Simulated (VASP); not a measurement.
Set up this calculation in VASP 6.6.1, as the native input.

| Property | Result |
| --- | --- |
| Task | single point |
| Functional | PBEsol |
| Dispersion | D3(BJ) |
| Potentials or basis | VASP PAW PBE potentials, release 64 (Si, O) |
| Cutoff | 520 eV |
| k mesh | 6 × 6 × 6 |
| Occupations | gaussian, width 0.01 eV |
| Spin | no spin polarisation |
| Dipole correction | no |
| Further INCAR settings | ALGO = Normal; EDIFF = 1e-06; NBANDS = 25 |

The structure of SiO2 lies in POSCAR:

```
SiO2
1.0
   -2.4052910826      2.4052910826      3.7932688079
    2.4052910826     -2.4052910826      3.7932688079
    2.4052910826      2.4052910826     -3.7932688079
Si O
2 4
Direct
    0.0000000000      0.0000000000      0.0000000000
    0.7500000000      0.2500000000      0.5000000000
    0.9983800000      0.6250000000      0.8733800000
    0.3750000000      0.2483800000      0.3733800000
    0.7516200000      0.1250000000      0.1266200000
    0.8750000000      0.0016200000      0.6266200000
```

These files were run (other wordings do the same):

INCAR

```
SYSTEM = SiO2
ALGO = Normal ; EDIFF = 1E-6
ENCUT = 520 ; GGA = PS
ISIF = 2 ; ISMEAR = 0
IVDW = 12 ; LASPH = .True.
LCHARG = .False. ; LREAL = .False.
LWAVE = .False. ; NBANDS = 25
NELM = 80 ; PREC = Accurate
SIGMA = 0.01
```

KPOINTS

```
k-points
0
Gamma
  6 6 6
  0 0 0
```

Potentials or basis: VASP PAW PBE potentials, release 64 (Si, O).

Command:

```console
$ cat potpaw_PBE.64/Si/POTCAR potpaw_PBE.64/O/POTCAR > POTCAR
$ mpirun -np 1 vasp_std > vasp.out
```

It gave:

```yaml
Pressure: -5.8 GPa
Largest_force: 0.451 eV/Å
Band_gap_on_the_k_mesh: 5.70 eV
Dispersion_energy_per_atom: -0.096 eV
```

Caveat: the cell stands under tension; the PAW data sets were made with another functional, which shifts forces and pressure a little.

Wall time 35 s on 1 thread of Intel(R) Xeon(R) 6975P-C (Granite Rapids) (shared host), peak memory 0.25 GiB.
